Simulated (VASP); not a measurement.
# BN (Cmcm) in VASP: single point with PBE

Aim: the single point of BN with PBE.

Everything below comes from runs of VASP 6.6.1. Logs are shortened: lines on timing, memory, paths and dates and some standing lists are left out, and cuts for length are marked.

## (1) The cell of the first run

It takes space group Cmcm (No. 63, orthorhombic). The conventional cell has a = 2.529 Å, b = 4.294 Å, c = 6.661 Å, α = 90.00°, β = 90.00°, γ = 90.00°. Within 1.9 Å of B (site symmetry m2m) lie 3 N at 1.43 to 1.45 Å. N (site symmetry m2m) has 3 B at 1.43 to 1.45 Å within 1.9 Å.

## (2) Single point, PBE (strain +0.0100 x Voigt [1, -1, 0, 0, 0, 0])

File INCAR:

```
SYSTEM = BN
PREC = Accurate ; ENCUT = 520
EDIFF = 1E-7 ; ISMEAR = 0
SIGMA = 0.05 ; LREAL = .False.
LASPH = .True. ; NELM = 100
ALGO = Normal ; ISIF = 2
LWAVE = .False. ; LCHARG = .False.
GGA = PE ; NBANDS = 16
```

File KPOINTS:

```
regular mesh
0
Gamma
  12 12 4
  0 0 0
```

File POSCAR:

```
BN
1.0
    2.5290316213      0.0000000000      0.0000000000
   -1.2645158107      2.1468352225      0.0000000000
    0.0000000000      0.0000000000      6.6612000000
B N
2 2
Direct
    0.3333333333      0.6666666667      0.2500000000
    0.6666666667      0.3333333333      0.7500000000
    0.3333333333      0.6666666667      0.7500000000
    0.6666666667      0.3333333333      0.2500000000
```

Potentials or basis: VASP PAW PBE potentials, release 64 (B, N).

Run with:

```console
cat potpaw_PBE.64/B/POTCAR potpaw_PBE.64/N/POTCAR > POTCAR
mpirun -np 1 vasp_std > vasp.out
```

OUTCAR:

```text
SYSTEM = BN
   PREC = Accurate
   ENCUT = 520
   EDIFF = 1E-7
   ISMEAR = 0
   LREAL = .False.
   LASPH = .True.
   NELM = 100
   ISIF = 2
   GGA = PE

 ion  position               nearest neighbor table
   1  0.333  0.667  0.250-   4 1.43   4 1.45   4 1.45
   2  0.667  0.333  0.750-   3 1.43   3 1.45   3 1.45
   3  0.333  0.667  0.750-   2 1.43   2 1.45   2 1.45
   4  0.667  0.333  0.250-   1 1.43   1 1.45   1 1.45

  Warning from LATTYP: Monoclinic adjustment (A1->A3, A2->A1, A3->A2)!
  LATTYP: Found a base centered orthorhombic cell.
 ALAT       =     2.5290316213
 B/A-ratio  =     1.6977527718
 C/A-ratio  =     2.6338935203

  Lattice vectors:

 A1 = (   1.2645158107,  -2.1468352225,   0.0000000000)
 A2 = (   1.2645158106,   2.1468352225,   0.0000000000)
 A3 = (   0.0000000000,   0.0000000000,   6.6612000000)

Analysis of symmetry for initial positions (statically):
=====================================================================
 Subroutine PRICEL returns:
 Original cell was already a primitive cell.

 Routine SETGRP: Setting up the symmetry group for a
 base centered orthorhombic supercell.

 Subroutine GETGRP returns: Found  8 space group operations
 (whereof  4 operations were pure point group operations)
 out of a pool of  8 trial point group operations.

The static configuration has the point symmetry C_2h.
 The point group associated with its full space group is D_2h.

Analysis of symmetry for dynamics (positions and initial velocities):
=====================================================================
 Subroutine PRICEL returns:
 Original cell was already a primitive cell.

 Routine SETGRP: Setting up the symmetry group for a
 base centered orthorhombic supercell.

 Subroutine GETGRP returns: Found  8 space group operations
 (whereof  4 operations were pure point group operations)
 out of a pool of  8 trial point group operations.

The dynamic configuration has the point symmetry C_2h.
 The point group associated with its full space group is D_2h.

 Subroutine INISYM returns: Found  8 space group operations
 (whereof  4 operations are pure point group operations),
 and found     1 'primitive' translations

----------------------------------------------------------------------------------------

                                     Primitive cell

  volume of cell :      36.1664

  direct lattice vectors                    reciprocal lattice vectors
[... 89 lines left out ...]
   ENCUT  =  520.0 eV  38.22 Ry    6.18 a.u.   4.70  4.63 12.39*2*pi/ulx,y,z
   NELM   =    100;   NELMIN=  2; NELMDL= -5     # of ELM steps
   EDIFF  = 0.1E-06   stopping-criterion for ELM
   LREAL  =      F    real-space projection
   EDIFFG = 0.1E-05   stopping-criterion for IOM
   NSW    =      0    number of steps for IOM
   IBRION =     -1    ionic relax: 0-MD 1-quasi-New 2-CG
   NFREE  =      0    steps in history (QN), initial steepest desc. (CG)
   ISIF   =      2    stress and relaxation
   ISYM   =      2    0-nonsym 1-usesym 2-fastsym
   POTIM  = 0.5000    time-step for ionic-motion
   TEBEG  =    0.0;   TEEND  =   0.0 temperature during run
   PSTRESS=    0.0 pullay stress
   NELECT =      16.0000    total number of electrons
   NUPDOWN=      -1.0000    fix difference up-down
   EMIN   =  10.00;   EMAX   =-10.00  energy-range for DOS
   EFERMI =   0.00;   METHOD = LEGACY
   ISMEAR =     0;   SIGMA  =   0.05  broadening in eV -4-tet -1-fermi 0-gaus
   EFERMI_NEDOS =   21; number of points for ismear=-14 and -15
   IALGO  =     38    algorithm
   IMIX   =      4    mixing-type and parameters
     AMIX     =   0.40;   BMIX     =  1.00
     AMIX_MAG =   1.60;   BMIX_MAG =  1.00
  volume/ion in A,a.u.               =       9.04        61.02
  Fermi-wavevector in a.u.,A,eV,Ry     =   1.247421  2.357284 21.171466  1.556059
  Thomas-Fermi vector in A             =   2.381554
   LORBIT       =      0    0 simple, 1 ext, 2 COOP (PROOUT), +10 PAW based schemes
   GGA     = PE    functional components
   LHFCALC =     F    Hartree Fock is set to
   AEXX    =    0.0000 exact exchange contribution
   IVDW    =     0    specifies the selected vdW correction
   LEPSILON=     F    determine dielectric tensor
   LRPA    =     F    only Hartree local field effects (RPA)
 non-spin polarized calculation
 Gauss-broadening in eV      SIGMA  =   0.05
  energy-cutoff  :      520.00
  volume of cell :       36.17
 maximum number of plane-waves:       991
   NGX =  9   NGY =  9   NGZ = 25

 number of electron      15.9999998 magnetization

 Free energy of the ion-electron system (eV)
  ---------------------------------------------------
  ext. energy  EPLUGINS =         0.00000000
  ---------------------------------------------------
  free energy    TOTEN  =       -35.13775820 eV

  energy without entropy =      -35.13775820  energy(sigma->0) =      -35.13775820

 E-fermi :   2.4799     XC(G=0): -10.0494

 val. band max:        2.2701730027   @ k =   0.2500   0.3333   0.0000
 cond. band min:       6.4892758106   @ k =   0.5000   0.0000   0.0000
 fundamental gap:      4.2191028079
 Fermi energy:         2.4799118793

 k-point     1 :       0.0000    0.0000    0.0000
  band No.  band energies     occupation
      1     -15.5479      2.00000
      2     -15.2606      2.00000
      3      -3.9519      2.00000
      4      -1.8585      2.00000
      5       0.8778      2.00000
      6       0.9147      2.00000
[... 433 lines left out ...]
      3      -6.3628      2.00000
      4      -6.2815      2.00000
      5      -3.1744      2.00000
      6      -3.1004      2.00000
[... 8 lines left out ...]
     15      16.9263      0.00000
     16      20.2472      0.00000

 [... further k-points ...]
[... 5 lines left out ...]
  --------------------------------------------------------------------------------------
  -------------------------------------------------------------------------------------
  Total       -0.8091823      2.5780847      0.6096912     -0.0000000      0.0000000      0.0000000
  in kB      -35.8468934    114.2095248     27.0094081     -0.0000000      0.0000000      0.0000000
  external PRESSURE =      35.1240132 kB  Pullay stress =       0.0000000 kB

 VOLUME and BASIS-vectors are now :
 -----------------------------------------------------------------------------
  energy-cutoff  :      520.00
  volume of cell :       36.17
      direct lattice vectors                 reciprocal lattice vectors
     2.529031621  0.000000000  0.000000000     0.395408263  0.232900967  0.000000000
    -1.264515811  2.146835223  0.000000000     0.000000000  0.465801935  0.000000000
     0.000000000  0.000000000  6.661200000     0.000000000  0.000000000  0.150123101

 POSITION                                       TOTAL-FORCE (eV/Angst)
 -----------------------------------------------------------------------------------
     -0.00000      1.43122      1.66530         0.000000     -0.263873     -0.000000
      1.26452      0.71561      4.99590        -0.000000      0.263873      0.000000
     -0.00000      1.43122      4.99590         0.000000     -0.267183      0.000000
      1.26452      0.71561      1.66530        -0.000000      0.267183     -0.000000
 -----------------------------------------------------------------------------------
    total drift:                                0.000000     -0.000000     -0.000000

  FREE ENERGIE OF THE ION-ELECTRON SYSTEM (eV)
  ---------------------------------------------------
  free  energy   TOTEN  =       -35.1377581971 eV

  energy  without entropy=      -35.1377581971  energy(sigma->0) =      -35.13775820
```

Run time: 1.8 min. Hardware: 1 thread of AMD EPYC 7R13 (Zen 3), shared host; peak memory 0.15 GiB.

Results:

* Free energy: -35.1378 eV
* Pressure: 3.5 GPa
* Largest force: 0.267 eV/Å
* Band gap on the k mesh: 4.22 eV, indirect (least direct gap 4.65 eV)

Forces in eV/Å, atoms in the order of the input:
```
B    0.000 -0.264  0.000
B    0.000  0.264  0.000
N    0.000 -0.267  0.000
N    0.000  0.267  0.000
```

Caveat: the cell differs from its parent crystal (strain +0.0100 x Voigt [1, -1, 0, 0, 0, 0]); this functional lacks dispersion, which binds the layers, so the pressure and a relaxed spacing across them are unreliable.
